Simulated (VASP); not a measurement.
# Al in VASP: further runs, part 2 of 2

VASP 6.6.1. Earlier steps stand in the parts before.

### 5 Single point, PBE

This run uses another cell than the first one: it holds 12 atoms, not 6.

File INCAR:

```
SYSTEM = Al
PREC = Accurate ; ENCUT = 520
EDIFF = 1E-6 ; ISMEAR = 0
SIGMA = 0.2 ; LREAL = .False.
LASPH = .True. ; NELM = 60
ALGO = Fast ; ISIF = 2
LWAVE = .False. ; LCHARG = .False.
GGA = PE ; NBANDS = 30
```

File KPOINTS:

```
regular mesh
0
Gamma
  8 4 2
  0 0 0
```

File POSCAR:

```
Al
1.0
    1.4283137347     -2.4739119634      0.0000000000
   -4.2849412140     -2.4739119576      0.0000000000
    0.0000000000      0.0000000000    -14.1293201865
Al
12
Direct
    0.5000000000      0.5000000000      1.0000000000
    0.0000000000      0.0000000000      1.0000000000
    0.0000000000      0.6666666667      0.1667050267
    0.5000000000      0.1666666667      0.1667050267
    0.5000000000      0.5000000000      0.3333839865
    0.0000000000      0.0000000000      0.3333839865
    0.0000000000      0.6666666667      0.5000000000
    0.5000000000      0.1666666667      0.5000000000
    0.5000000000      0.5000000000      0.6666160135
    0.0000000000      0.0000000000      0.6666160135
    0.0000000000      0.6666666667      0.8332949733
    0.5000000000      0.1666666667      0.8332949733
```

Started as:

```sh
$ cat potpaw_PBE.64/Al/POTCAR > POTCAR
$ mpirun -np 1 vasp_std > vasp.out
```

Wall time 3.8 min (1 thread of Intel Xeon Platinum 8175M at 2.50GHz (Skylake/Cascade Lake), shared host); peak memory 0.35 GiB.

It converged, with:

- Free energy: -44.6042 eV
- Pressure: -0.1 GPa
- Largest force: 0.007 eV/Å
- Band gap on the k mesh: zero (band 18 reaches 10.43 eV, above the bottom of band 19 at 5.73 eV)

Forces in eV/Å, atoms in the order of the input:
```
Al  -0.006 -0.003  0.000
Al  -0.006 -0.003  0.000
Al   0.006  0.003  0.001
Al   0.006  0.003  0.001
Al  -0.006 -0.003  0.002
Al  -0.006 -0.003  0.002
Al   0.006  0.003  0.000
Al   0.006  0.003  0.000
Al  -0.006 -0.003 -0.002
Al  -0.006 -0.003 -0.002
Al   0.006  0.003 -0.001
Al   0.006  0.003 -0.001
```

Stress tensor (GPa, compression positive):
```
 1.80  1.32  0.00
 1.32  0.27  0.00
 0.00  0.00 -2.22
```

Levels at points of the mesh, in eV from the Fermi level:
```csv
k point,band 14,band 15,band 16,band 17,band 18,band 19,band 20,band 21,band 22,band 23
"(0.00, 0.00, 0.00)",-2.24,-2.24,-2.09,-2.09,0.44,0.44,0.69,1.12,1.59,1.76
"(0.50, 0.00, 0.00)",-0.71,-0.32,-0.32,-0.07,-0.07,-0.07,-0.07,-0.05,-0.05,-0.05
"(0.00, 0.50, 0.00)",-2.95,1.67,1.67,1.67,1.67,2.19,2.19,2.94,2.94,2.94
"(0.50, 0.50, 0.00)",-2.24,-2.24,-2.24,-2.09,-2.09,-2.09,-2.09,0.69,0.69,1.12
"(0.00, 0.00, 0.50)",-3.10,-2.17,-2.16,-0.72,-0.72,-0.55,-0.55,3.34,3.34,3.45
"(0.50, 0.00, 0.50)",-0.54,-0.54,-0.54,-0.52,-0.52,-0.52,-0.52,0.49,0.49,0.49
"(0.00, 0.50, 0.50)",-0.79,-0.79,-0.79,2.36,2.36,2.37,2.37,3.42,3.42,3.42
"(0.50, 0.50, 0.50)",-3.10,-3.10,-3.10,-0.72,-0.72,-0.72,-0.72,-0.55,-0.55,-0.55
```

### 6 Single point, PBE

This run uses another cell than the first one: it holds 12 atoms, not 6.

File INCAR:

```
SYSTEM = Al
PREC = Accurate
ENCUT = 520
EDIFF = 1E-6
ISMEAR = 0
SIGMA = 0.2
LREAL = .FALSE.
LASPH = .TRUE.
NELM = 80
ALGO = Fast
ISIF = 2
LWAVE = .FALSE.
LCHARG = .TRUE.
GGA = PE
LELF = .TRUE.
LVHAR = .TRUE.
NBANDS = 30
```

File KPOINTS:

```
Automatic mesh
0
G
  8 4 2
  0 0 0
```

File POSCAR:

```
Al
1.0
    1.4095601650     -2.4420995486     -0.0002245148
   -4.3908294754     -2.5342914868     -0.0000803004
    0.0019908553      0.0001979992    -13.9737593578
Al
12
Direct
    0.5000409793      0.4993373012      1.0000047838
    0.0002845774     -0.0006962550      0.9999946799
   -0.0000612377      0.6682336238      0.1666719837
    0.5001980683      0.1682355669      0.1666623365
    0.4997634801      0.4990014791      0.3333367399
    0.0000640831     -0.0009840400      0.3333297080
   -0.0002462873      0.6673714170      0.4999874763
    0.4999049889      0.1673646254      0.5000132869
    0.4998767006      0.4983828286      0.6666626727
   -0.0000134842     -0.0016431896      0.6666686658
    0.0000239724      0.6676880491      0.8333291809
    0.5001641592      0.1677085934      0.8333384856
```

Potentials or basis: VASP PAW PBE potentials, release 64 (Al).

Started as:

```sh
$ cat potpaw_PBE.64/Al/POTCAR > POTCAR
$ mpirun -np 1 vasp_std > vasp.out
```

Run time: 4.4 min. Hardware: 1 thread of Intel Xeon Platinum 8175M at 2.50GHz (Skylake/Cascade Lake), shared host; peak memory 0.37 GiB.

It converged, with:

```yaml
Free_energy: -44.6799 eV
Pressure: 0.0 GPa
Band_gap_on_the_k_mesh: zero (band 18 reaches 9.83 eV, above the bottom of band 19 at 5.83 eV)
```

Forces on the atoms (eV/Å):
```
Al   0.002  0.001  0.000
Al   0.001  0.001  0.000
Al   0.000 -0.001  0.000
Al  -0.001  0.000  0.000
Al   0.001  0.000  0.000
Al   0.001  0.001  0.000
Al  -0.001 -0.001 -0.001
Al  -0.001 -0.001  0.001
Al   0.000  0.000  0.000
Al   0.000  0.000  0.000
Al  -0.001 -0.001  0.000
Al  -0.001  0.000  0.000
```

Levels at points of the mesh, in eV from the Fermi level:
| k point | band 15 | band 16 | band 17 | band 18 | band 19 | band 20 | band 21 | band 22 |
| --- | --- | --- | --- | --- | --- | --- | --- | --- |
| (0.00, 0.00, 0.00) | -2.56 | -2.28 | -2.27 | 0.43 | 0.67 | 0.67 | 1.09 | 1.44 |
| (0.50, 0.00, 0.00) | -0.26 | -0.26 | -0.26 | -0.26 | -0.15 | -0.15 | -0.13 | -0.13 |
| (0.00, 0.50, 0.00) | 1.55 | 1.55 | 1.72 | 1.72 | 1.72 | 1.72 | 2.43 | 2.43 |
| (0.50, 0.50, 0.00) | -2.13 | -2.13 | -2.01 | -2.01 | -2.01 | -2.01 | 0.81 | 0.81 |
| (0.00, 0.00, 0.50) | -1.99 | -1.99 | -1.00 | -1.00 | -0.68 | -0.68 | 3.30 | 3.30 |
| (0.50, 0.00, 0.50) | -0.68 | -0.68 | -0.63 | -0.63 | -0.63 | -0.63 | 0.40 | 0.40 |
| (0.00, 0.50, 0.50) | -0.68 | -0.68 | 1.73 | 1.73 | 1.73 | 1.73 | 2.95 | 2.95 |
| (0.50, 0.50, 0.50) | -3.02 | -3.02 | -0.60 | -0.60 | -0.60 | -0.60 | -0.44 | -0.44 |

### 7 Summary

| cell | k mesh | smearing | gap on the mesh (eV) | pressure (GPa) | largest force (eV/Å) |
| --- | --- | --- | --- | --- | --- |
| a = 2.868, b = 2.868, c = 13.943 Å, angles 90.0, 90.0, 120.0°, 6 atoms | 6 × 6 × 2 | gaussian 0.1 eV | none | 0.5 | 0.12 |
| a = 2.857, b = 2.857, c = 14.129 Å, angles 90.0, 90.0, 120.0°, 6 atoms | 18 × 18 × 4 | gaussian 0.1 eV | none | 0.0 | - |
| a = 2.856, b = 2.856, c = 14.151 Å, angles 90.0, 90.0, 120.0°, 6 atoms | 18 × 18 × 4 | fermi-dirac 0.15 eV | none | 0.0 | - |
| a = 2.857, b = 4.948, c = 14.129 Å, 12 atoms | 8 × 4 × 2 | gaussian 0.2 eV | none | -0.1 | 0.01 |
| a = 2.820, b = 5.070, c = 13.974 Å, 12 atoms | 8 × 4 × 2 | gaussian 0.2 eV | none | 0.0 | - |

Alike in all rows: task single point; level PBE; potentials or basis VASP PAW PBE potentials, release 64 (Al); no spin polarisation; cutoff (eV) 520.

Caveats: some runs use coarse meshes.

Total energies depend on the potentials used, so only differences within one code and one set of settings carry meaning.
